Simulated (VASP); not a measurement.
Input of a VASP 6.6.1 run:

INCAR

```
SYSTEM = K
PREC = Accurate
ENCUT = 520
EDIFF = 1E-6
ISMEAR = -1
SIGMA = 0.1
LREAL = .FALSE.
LASPH = .TRUE.
NELM = 60
ALGO = Normal
ISIF = 2
LWAVE = .FALSE.
LCHARG = .FALSE.
GGA = RP
NBANDS = 10
```

KPOINTS

```
regular mesh
0
G
  9 9 9
  0 0 0
```

POSCAR

```
K
1.0
    0.0000000000      3.3414678704      3.3414678704
    3.3414678704      0.0000000000      3.3414678704
    3.3414678704      3.3414678704      0.0000000000
K
1
Direct
    0.0000000000      0.0000000000      0.0000000000
```

Potentials or basis: VASP PAW PBE potentials, release 64 (K_sv).

The run is started by

```console
$ cat potpaw_PBE.64/K_sv/POTCAR > POTCAR
$ mpirun -np 1 vasp_std > vasp.out
```

What does it give for the pressure?

0.3 GPa.

Caveat: the PAW data sets were made with another functional, which shifts forces and pressure a little.
